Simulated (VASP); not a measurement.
# YSe (I4/mmm) in VASP: notebook

Runs on YSe. Level: LDA. Tasks: electric field gradients.

Program: VASP 6.6.1. These are calculated values, not measurements. Logs are shortened: lines on timing, memory, paths and dates and some standing lists are left out, and cuts for length are marked.

### 1 The cell of the first run

The structure is tetragonal, space group I4/mmm (No. 139). Conventional cell: a = 3.985 Å, b = 3.985 Å, c = 5.750 Å, α = 90.00°, β = 90.00°, γ = 90.00°. Y (site symmetry 4/mmm) has 6 Se at 2.82 to 2.88 Å within 3.7 Å. Within 3.7 Å of Se (site symmetry 4/mmm) lie 6 Y at 2.82 to 2.88 Å.

### 2 Electric field gradients, LDA (equal xx and yy strain of -2 %)

INCAR reads:

```
  PREC = Accurate
  ENCUT = 520
  EDIFF = 1E-8
  ISMEAR = -1
  SIGMA = 0.03
  LREAL = False
  LASPH = True
  NELM = 60
  ALGO = Normal
  ISIF = 2
  LWAVE = False
  LCHARG = False
  LEFG = True
  NBANDS = 16
```

KPOINTS reads:

```
Automatic mesh
0
Gamma
  7 7 7
```

POSCAR reads:

```
YSe
1.0
    0.0000000000      2.8175000000      2.8750000000
    2.8175000000      0.0000000000      2.8750000000
    2.8175000000      2.8175000000      0.0000000000
Y Se
1 1
Direct
    0.0000000000      0.0000000000      0.0000000000
    0.5000000000      0.5000000000      0.5000000000
```

Potentials or basis: VASP PAW LDA potentials, release 64 (Y_sv, Se).

Started as:

```bash
cat potpaw_LDA.64/Y_sv/POTCAR potpaw_LDA.64/Se/POTCAR > POTCAR
mpirun -np 1 vasp_std > vasp.out
```

OUTCAR:

```text
PREC = Accurate
   ENCUT = 520
   EDIFF = 1E-8
   ISMEAR = -1
   LREAL = False
   LASPH = True
   NELM = 60
   ISIF = 2

 ion  position               nearest neighbor table
   1  0.000  0.000  0.000-   2 2.82   2 2.82   2 2.82   2 2.82   2 2.88   2 2.88
   2  0.500  0.500  0.500-   1 2.82   1 2.82   1 2.82   1 2.82   1 2.88   1 2.88

  LATTYP: Found a body centered tetragonal cell.
 ALAT       =     3.9845467120
 C/A-ratio  =     1.4430750636

  Lattice vectors:

 A1 = (  -2.8175000000,   0.0000000000,   2.8750000000)
 A2 = (   2.8175000000,   0.0000000000,   2.8750000000)
 A3 = (   0.0000000000,   2.8175000000,  -2.8750000000)

Analysis of symmetry for initial positions (statically):
=====================================================================
 Subroutine PRICEL returns:
 Original cell was already a primitive cell.

 Routine SETGRP: Setting up the symmetry group for a
 body centered tetragonal supercell.

 Subroutine GETGRP returns: Found 16 space group operations
 (whereof 16 operations were pure point group operations)
 out of a pool of 16 trial point group operations.

The static configuration has the point symmetry D_4h.

Analysis of symmetry for dynamics (positions and initial velocities):
=====================================================================
 Subroutine PRICEL returns:
 Original cell was already a primitive cell.

 Routine SETGRP: Setting up the symmetry group for a
 body centered tetragonal supercell.

 Subroutine GETGRP returns: Found 16 space group operations
 (whereof 16 operations were pure point group operations)
 out of a pool of 16 trial point group operations.

The dynamic configuration has the point symmetry D_4h.

 Subroutine INISYM returns: Found 16 space group operations
 (whereof 16 operations are pure point group operations),
 and found     1 'primitive' translations

----------------------------------------------------------------------------------------

                                     Primitive cell

  volume of cell :      45.6453

  direct lattice vectors                    reciprocal lattice vectors
     0.000000000  2.817500000  2.875000000    -0.177462289  0.177462289  0.173913043
     2.817500000  0.000000000  2.875000000     0.177462289 -0.177462289  0.173913043
     2.817500000  2.817500000  0.000000000     0.177462289  0.177462289 -0.173913043

[... 117 lines left out ...]
 maximum number of plane-waves:      1259
 NGX is ok and might be reduce to    30
   NGX = 15   NGY = 15   NGZ = 15

 number of electron      17.0000001 magnetization

 Free energy of the ion-electron system (eV)
  ---------------------------------------------------
  ext. energy  EPLUGINS =         0.00000000
  ---------------------------------------------------
  free energy    TOTEN  =       -14.92208271 eV

  energy without entropy =      -14.91848596  energy(sigma->0) =      -14.92028433

 E-fermi :   6.2682     XC(G=0): -10.5916

 val. band max:        6.2517210087   @ k =   0.1429   0.0000   0.0000
 cond. band min:       6.3076691208   @ k =   0.4286   0.0000   0.1429
 fundamental gap:      0.0559481120
 Fermi energy:         6.2681918621

 k-point     1 :       0.0000    0.0000    0.0000
  band No.  band energies     occupation
      1     -37.1195      2.00000
      2     -17.2176      2.00000
      3     -17.2176      2.00000
      4     -17.2174      2.00000
      5      -9.0811      2.00000
      6       3.1767      2.00000
[... 433 lines left out ...]
      3     -17.3240      2.00000
      4     -17.2704      2.00000
      5      -8.1315      2.00000
      6       0.0299      2.00000
[... 8 lines left out ...]
     15      13.0768      0.00000
     16      13.8375      0.00000

 [... further k-points ...]
[... 5 lines left out ...]
  --------------------------------------------------------------------------------------
  -------------------------------------------------------------------------------------
  Total        0.0429801      0.0429801     -1.0932219      0.0000000     -0.0000000      0.0000000
  in kB        1.5086284      1.5086284    -38.3727741      0.0000000     -0.0000000      0.0000000
  external PRESSURE =     -11.7851724 kB  Pullay stress =       0.0000000 kB

 VOLUME and BASIS-vectors are now :
 -----------------------------------------------------------------------------
  energy-cutoff  :      520.00
  volume of cell :       45.65
      direct lattice vectors                 reciprocal lattice vectors
     0.000000000  2.817500000  2.875000000    -0.177462289  0.177462289  0.173913043
     2.817500000  0.000000000  2.875000000     0.177462289 -0.177462289  0.173913043
     2.817500000  2.817500000  0.000000000     0.177462289  0.177462289 -0.173913043

 POSITION                                       TOTAL-FORCE (eV/Angst)
 -----------------------------------------------------------------------------------
      0.00000      0.00000      0.00000        -0.000000     -0.000000      0.000000
      2.81750      2.81750      2.87500         0.000000      0.000000      0.000000
 -----------------------------------------------------------------------------------
    total drift:                               -0.000000      0.000000      0.000000

  FREE ENERGIE OF THE ION-ELECTRON SYSTEM (eV)
  ---------------------------------------------------
  free  energy   TOTEN  =       -14.9220827080 eV

  energy  without entropy=      -14.9184859568  energy(sigma->0) =      -14.92028433

 Electric field gradients (V/A^2)
---------------------------------------------------------------------
 ion       V_xx      V_yy      V_zz      V_xy      V_xz      V_yz
---------------------------------------------------------------------
   1      -9.814    -9.814    19.629    -0.000     0.000     0.000
   2      -9.924    -9.924    19.848     0.000    -0.000    -0.000
---------------------------------------------------------------------

 Electric field gradients after diagonalization (V/A^2)
 (convention: |V_zz| > |V_xx| > |V_yy|)
----------------------------------------------------------------------
 ion       V_xx      V_yy      V_zz     asymmetry (V_yy - V_xx)/ V_zz
----------------------------------------------------------------------
   1      -9.814    -9.814    19.629       0.000
   2      -9.924    -9.924    19.848       0.000
----------------------------------------------------------------------

           NMR quadrupolar parameters

 Cq : quadrupolar parameter    Cq=e*Q*V_zz/h
 eta: asymmetry parameters     (V_yy - V_xx)/ V_zz
 Q  : nuclear electric quadrupole moment in mb (millibarn)
----------------------------------------------------------------------
 ion       Cq(MHz)       eta       Q (mb)
----------------------------------------------------------------------
   1       0.047       0.000       1.000
   2       0.048       0.000       1.000
----------------------------------------------------------------------
```

OSZICAR:

```text
N       E                     dE             d eps       ncg     rms          rms(c)
DAV:   1     0.576446361828E+02    0.57645E+02   -0.79304E+03  1288   0.976E+02
DAV:   2    -0.123998645813E+02   -0.70045E+02   -0.66450E+02  1688   0.201E+02
DAV:   3    -0.154749204314E+02   -0.30751E+01   -0.30598E+01  1648   0.333E+01
DAV:   4    -0.155600890289E+02   -0.85169E-01   -0.85126E-01  1696   0.530E+00
DAV:   5    -0.155614193841E+02   -0.13304E-02   -0.13303E-02  1664   0.587E-01    0.261E+01
DAV:   6    -0.149938224947E+02    0.56760E+00   -0.69074E-01  1448   0.519E+00    0.186E+01
DAV:   7    -0.149406454148E+02    0.53177E-01   -0.40570E-01  1824   0.391E+00    0.417E+00
DAV:   8    -0.149227122397E+02    0.17933E-01   -0.95802E-02  1504   0.200E+00    0.285E-01
DAV:   9    -0.149221136733E+02    0.59857E-03   -0.59275E-03  1544   0.540E-01    0.143E-01
DAV:  10    -0.149220803690E+02    0.33304E-04   -0.24884E-04  1584   0.129E-01    0.129E-01
DAV:  11    -0.149220839291E+02   -0.35601E-05   -0.39337E-05  1568   0.488E-02    0.605E-02
DAV:  12    -0.149220829115E+02    0.10176E-05   -0.64384E-06  1608   0.195E-02    0.661E-03
DAV:  13    -0.149220827176E+02    0.19386E-06   -0.44376E-07  1680   0.482E-03    0.226E-03
DAV:  14    -0.149220827095E+02    0.80897E-08   -0.12578E-07  1632   0.244E-03    0.141E-03
DAV:  15    -0.149220827080E+02    0.14807E-08   -0.11514E-08  1160   0.804E-04
   1 F= -.14922083E+02 E0= -.14920284E+02  d E =-.359675E-02
```

stdout:

```text
POSCAR found type information on POSCAR Y Se
 POSCAR found :  2 types and       2 ions
 scaLAPACK will be used
 LDA part: xc-table for (Slater(with rela. corr.)+CA(PZ))
 , standard interpolation
 POSCAR, INCAR and KPOINTS ok, starting setup
 FFT: planning ... GRIDC
 FFT: planning ... GRID_SOFT
 FFT: planning ... GRID
 WAVECAR not read
 entering main loop
ion   1

ion   2
```

It took 29 s on 1 thread of Intel Xeon Platinum 8375C at 2.90GHz (Ice Lake), shared host; peak memory 0.18 GiB.

What came out:

```yaml
Free_energy: -14.9221 eV
Pressure: -1.2 GPa
Band_gap_on_the_k_mesh: zero (an odd number of electrons rules out a gap without spin polarisation)
Largest_electric_field_gradient_by_atom: Y +19.6; Se +19.8 V/Å²
```

Electric field gradients, principal values (V/Å²):
| atom | least | middle | greatest (by size) |
| --- | --- | --- | --- |
| 1 Y | -9.814 | -9.814 | 19.629 |
| 2 Se | -9.924 | -9.924 | 19.848 |

Caveat: the cell differs from its parent crystal (equal xx and yy strain of -2 %); without QUAD_EFG the Cq values of the log hold for a quadrupole moment of 1 mb, not for the nuclei.

### 3 Electric field gradients, LDA (zz strain of -1 %)

INCAR reads:

```
SYSTEM = YSe
ALGO = Normal ; EDIFF = 1E-8
ENCUT = 520 ; ISIF = 2
ISMEAR = -1 ; LASPH = .TRUE.
LCHARG = .FALSE. ; LEFG = .TRUE.
LREAL = .FALSE. ; LWAVE = .FALSE.
NBANDS = 16 ; NELM = 80
PREC = Accurate ; SIGMA = 0.03
```

KPOINTS reads:

```
k-points
0
G
  7 7 7
  0 0 0
```

POSCAR reads:

```
YSe
1.0
    0.0000000000      2.8750000000      2.8462500000
    2.8750000000      0.0000000000      2.8462500000
    2.8750000000      2.8750000000      0.0000000000
Y Se
1 1
Direct
    0.0000000000      0.0000000000      0.0000000000
    0.5000000000      0.5000000000      0.5000000000
```

Potentials or basis: VASP PAW LDA potentials, release 64 (Y_sv, Se).

Started as:

```bash
cat potpaw_LDA.64/Y_sv/POTCAR potpaw_LDA.64/Se/POTCAR > POTCAR
mpirun -np 1 vasp_std > vasp.out
```

OUTCAR:

```text
SYSTEM = YSe
   EDIFF = 1E-8
   ENCUT = 520
   ISIF = 2
   ISMEAR = -1
   LASPH = .TRUE.
   LREAL = .FALSE.
   NELM = 80
   PREC = Accurate

 ion  position               nearest neighbor table
   1  0.000  0.000  0.000-   2 2.85   2 2.85   2 2.88   2 2.88   2 2.88   2 2.88
   2  0.500  0.500  0.500-   1 2.85   1 2.85   1 2.88   1 2.88   1 2.88   1 2.88

  LATTYP: Found a body centered tetragonal cell.
 ALAT       =     4.0658639918
 C/A-ratio  =     1.4000714267

  Lattice vectors:

 A1 = (   0.0000000000,  -2.8750000000,  -2.8462500000)
 A2 = (   0.0000000000,   2.8750000000,  -2.8462500000)
 A3 = (   2.8750000000,   0.0000000000,   2.8462500000)

Analysis of symmetry for initial positions (statically):
=====================================================================
 Subroutine PRICEL returns:
 Original cell was already a primitive cell.

 Routine SETGRP: Setting up the symmetry group for a
 body centered tetragonal supercell.

 Subroutine GETGRP returns: Found 16 space group operations
 (whereof 16 operations were pure point group operations)
 out of a pool of 16 trial point group operations.

The static configuration has the point symmetry D_4h.

Analysis of symmetry for dynamics (positions and initial velocities):
=====================================================================
 Subroutine PRICEL returns:
 Original cell was already a primitive cell.

 Routine SETGRP: Setting up the symmetry group for a
 body centered tetragonal supercell.

 Subroutine GETGRP returns: Found 16 space group operations
 (whereof 16 operations were pure point group operations)
 out of a pool of 16 trial point group operations.

The dynamic configuration has the point symmetry D_4h.
[... 151 lines left out ...]
 fundamental gap:      0.0360906542
 Fermi energy:         6.0440146490

 k-point     1 :       0.0000    0.0000    0.0000
  band No.  band energies     occupation
      1     -37.4427      2.00000
      2     -17.5341      2.00000
      3     -17.5341      2.00000
      4     -17.5328      2.00000
      5      -9.2041      2.00000
      6       2.9634      2.00000
[... 433 lines left out ...]
      3     -17.6294      2.00000
      4     -17.5793      2.00000
      5      -8.3145      2.00000
      6      -0.1138      2.00000
[... 8 lines left out ...]
     15      12.5020      0.00000
     16      13.3396      0.00000

 [... further k-points ...]
[... 5 lines left out ...]
  --------------------------------------------------------------------------------------
  -------------------------------------------------------------------------------------
  Total       -1.2681849     -1.2681849     -0.7494640      0.0000000      0.0000000     -0.0000000
  in kB      -43.1831605    -43.1831605    -25.5201131      0.0000000      0.0000000     -0.0000000
  external PRESSURE =     -37.2954780 kB  Pullay stress =       0.0000000 kB

 VOLUME and BASIS-vectors are now :
 -----------------------------------------------------------------------------
  energy-cutoff  :      520.00
  volume of cell :       47.05
      direct lattice vectors                 reciprocal lattice vectors
     0.000000000  2.875000000  2.846250000    -0.173913043  0.173913043  0.175669741
     2.875000000  0.000000000  2.846250000     0.173913043 -0.173913043  0.175669741
     2.875000000  2.875000000  0.000000000     0.173913043  0.173913043 -0.175669741

 POSITION                                       TOTAL-FORCE (eV/Angst)
 -----------------------------------------------------------------------------------
      0.00000      0.00000      0.00000         0.000000      0.000000      0.000000
      2.87500      2.87500      2.84625        -0.000000     -0.000000      0.000000
 -----------------------------------------------------------------------------------
    total drift:                               -0.000000      0.000000      0.000000

  FREE ENERGIE OF THE ION-ELECTRON SYSTEM (eV)
  ---------------------------------------------------
  free  energy   TOTEN  =       -14.9057225692 eV

  energy  without entropy=      -14.9018500988  energy(sigma->0) =      -14.90378633

 Electric field gradients (V/A^2)
---------------------------------------------------------------------
 ion       V_xx      V_yy      V_zz      V_xy      V_xz      V_yz
---------------------------------------------------------------------
   1       4.876     4.876    -9.753     0.000     0.000     0.000
   2       4.855     4.855    -9.710    -0.000    -0.000    -0.000
---------------------------------------------------------------------

 Electric field gradients after diagonalization (V/A^2)
 (convention: |V_zz| > |V_xx| > |V_yy|)
----------------------------------------------------------------------
 ion       V_xx      V_yy      V_zz     asymmetry (V_yy - V_xx)/ V_zz
----------------------------------------------------------------------
   1       4.876     4.876    -9.753       0.000
   2       4.855     4.855    -9.710       0.000
----------------------------------------------------------------------

           NMR quadrupolar parameters

 Cq : quadrupolar parameter    Cq=e*Q*V_zz/h
 eta: asymmetry parameters     (V_yy - V_xx)/ V_zz
 Q  : nuclear electric quadrupole moment in mb (millibarn)
----------------------------------------------------------------------
 ion       Cq(MHz)       eta       Q (mb)
----------------------------------------------------------------------
   1      -0.024       0.000       1.000
   2      -0.023       0.000       1.000
----------------------------------------------------------------------
```

Run time: 27 s. Hardware: 1 thread of Intel Xeon Platinum 8375C at 2.90GHz (Ice Lake), shared host; peak memory 0.18 GiB.

What came out:

```
Free energy                             : -14.9057 eV
Pressure                                : -3.7 GPa
Band gap on the k mesh                  : zero (an odd number of electrons rules out a gap without spin polarisation)
Largest electric field gradient by atom : Y -9.8; Se -9.7 V/Å²
```

Electric field gradients, principal values (V/Å²):
```tsv
atom	least	middle	greatest (by size)
1 Y	4.876	4.876	-9.753
2 Se	4.855	4.855	-9.710
```

Caveat: the cell differs from its parent crystal (zz strain of -1 %); the cell stands under tension; without QUAD_EFG the Cq values of the log hold for a quadrupole moment of 1 mb, not for the nuclei.

### 4 Electric field gradients, LDA (zz strain of -1 %)

INCAR reads:

```
SYSTEM = YSe
PREC = Accurate ; ENCUT = 520
EDIFF = 1E-8 ; ISMEAR = -1
SIGMA = 0.03 ; LREAL = .FALSE.
LASPH = .TRUE. ; NELM = 80
ALGO = Normal ; ISIF = 2
LWAVE = .FALSE. ; LCHARG = .FALSE.
GGA = CA ; LEFG = .TRUE.
NBANDS = 16
```

KPOINTS reads:

```
regular mesh
0
G
  7 7 7
  0 0 0
```

POSCAR is that of step 3.

Potentials or basis: VASP PAW LDA potentials, release 64 (Y_sv, Se).

Started as:

```bash
cat potpaw_LDA.64/Y_sv/POTCAR potpaw_LDA.64/Se/POTCAR > POTCAR
mpirun -np 1 vasp_std > vasp.out
```

OUTCAR:

```text
SYSTEM = YSe
   PREC = Accurate
   ENCUT = 520
   EDIFF = 1E-8
   ISMEAR = -1
   LREAL = .FALSE.
   LASPH = .TRUE.
   NELM = 80
   ISIF = 2
   GGA = CA

 ion  position               nearest neighbor table
   1  0.000  0.000  0.000-   2 2.85   2 2.85   2 2.88   2 2.88   2 2.88   2 2.88
   2  0.500  0.500  0.500-   1 2.85   1 2.85   1 2.88   1 2.88   1 2.88   1 2.88

  LATTYP: Found a body centered tetragonal cell.
 ALAT       =     4.0658639918
 C/A-ratio  =     1.4000714267

  Lattice vectors:

[... 670 lines left out ...]
  ---------------------------------------------------
  free  energy   TOTEN  =       -14.9057225692 eV

  energy  without entropy=      -14.9018500988  energy(sigma->0) =      -14.90378633

 Electric field gradients (V/A^2)
---------------------------------------------------------------------
 ion       V_xx      V_yy      V_zz      V_xy      V_xz      V_yz
---------------------------------------------------------------------
   1       4.876     4.876    -9.753     0.000     0.000     0.000
   2       4.855     4.855    -9.710    -0.000    -0.000    -0.000
---------------------------------------------------------------------

 Electric field gradients after diagonalization (V/A^2)
 (convention: |V_zz| > |V_xx| > |V_yy|)
----------------------------------------------------------------------
 ion       V_xx      V_yy      V_zz     asymmetry (V_yy - V_xx)/ V_zz
----------------------------------------------------------------------
   1       4.876     4.876    -9.753       0.000
   2       4.855     4.855    -9.710       0.000
----------------------------------------------------------------------

           NMR quadrupolar parameters

 Cq : quadrupolar parameter    Cq=e*Q*V_zz/h
 eta: asymmetry parameters     (V_yy - V_xx)/ V_zz
 Q  : nuclear electric quadrupole moment in mb (millibarn)
----------------------------------------------------------------------
 ion       Cq(MHz)       eta       Q (mb)
----------------------------------------------------------------------
   1      -0.024       0.000       1.000
   2      -0.023       0.000       1.000
----------------------------------------------------------------------
```

Wall time 27 s (1 thread of Intel Xeon Platinum 8375C at 2.90GHz (Ice Lake), shared host); peak memory 0.18 GiB.

What came out:

```yaml
Free_energy: -14.9057 eV
Pressure: -3.7 GPa
Band_gap_on_the_k_mesh: zero (an odd number of electrons rules out a gap without spin polarisation)
Largest_electric_field_gradient_by_atom: Y -9.8; Se -9.7 V/Å²
```

Electric field gradients, principal values (V/Å²):
| atom | least | middle | greatest (by size) |
| --- | --- | --- | --- |
| 1 Y | 4.876 | 4.876 | -9.753 |
| 2 Se | 4.855 | 4.855 | -9.710 |

Caveat: the cell differs from its parent crystal (zz strain of -1 %); the cell stands under tension; without QUAD_EFG the Cq values of the log hold for a quadrupole moment of 1 mb, not for the nuclei.
